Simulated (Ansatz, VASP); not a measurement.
**Hf: VASP beside Ansatz**

INCAR

```
SYSTEM = Hf
PREC     = Accurate       ! precision mode
ENCUT    = 520            ! plane-wave cutoff, eV
EDIFF    = 1E-7           ! SCF threshold, eV
ISMEAR   = -1             ! smearing method
SIGMA    = 0.1            ! smearing width, eV
LREAL    = .FALSE.        ! projectors in reciprocal space
LASPH    = .TRUE.         ! aspherical terms in the spheres
NELM     = 60             ! most SCF steps
ALGO     = Normal         ! electronic algorithm
ISIF     = 2              ! what is computed and relaxed
LWAVE    = .FALSE.        ! write WAVECAR
LCHARG   = .FALSE.        ! write CHGCAR
GGA      = PS             ! functional
NBANDS   = 22             ! bands
```

Contents of KPOINTS:

```
Automatic mesh
0
G
  8 8 12
  0 0 0
```

Contents of POSCAR:

```
Hf
1.0
    4.9844684956      0.0000000000      0.0000000000
   -2.4922342478      4.3166763416      0.0000000000
    0.0000000000      0.0000000000      3.1016642992
Hf
3
Direct
    0.0000000000      0.0000000000      0.0000000000
    0.3333333333      0.6666666667      0.5000000000
    0.6666666667      0.3333333333      0.5000000000
```

Input for Ansatz:

```yaml
crystal:
  lattice:
    - [4.9844684956, 0.0, 0.0]
    - [-2.4922342478, 4.3166763416, 0.0]
    - [0.0, 0.0, 3.1016642992]
  atoms:
    - { symbol: Hf, position: [0.0, 0.0, 0.0] }
    - { symbol: Hf, position: [0.3333333333, 0.6666666667, 0.5] }
    - { symbol: Hf, position: [0.6666666667, 0.3333333333, 0.5] }
hamiltonian:
  xc: pbesol
  pseudopotentials:
    kind: paw
    azcp:
      Hf: "pseudopotentials/Hf.paw.azcp"
basis:
  ecutwfc: 420
  fft_grid_basis: typed
kpoints:
  mp_grid: { grid: [8, 8, 12], shift: [0, 0, 0] }
magnetization:
  spin_polarized: false
scf:
  occupations: { method: fermi_dirac, width: 0.1 }
  lower_state_search: "off"
output:
  stress: true
```

Alike in both runs: task single point; functional PBEsol; k mesh 8 × 8 × 12; occupations fermi-dirac, width 0.1 eV; no spin polarisation.

|  | VASP | Ansatz |
| --- | --- | --- |
| version | VASP 6.6.1 | Ansatz 0.2.0 |
| potentials or method | VASP PAW PBE potentials, release 64 (Hf_pv), cutoff 520 eV | plane waves (420 eV) with PAW, scalar-relativistic |
| valence electrons in the cell | 30 | 78 |

```csv
,VASP,Ansatz,Ansatz less VASP
pressure (GPa),-4.5,-4.1,+0.38
"traceless stress, the component that is largest in VASP (GPa)",0.12,0.03,-0.092
```

VASP's potentials were made for PBE, not for PBEsol, and Ansatz warns of the same on its side. VASP's potentials hold 30 valence electrons a cell and Ansatz's 78, so a difference there can come from the potentials and not from the codes.

Spin-orbit coupling is off throughout.
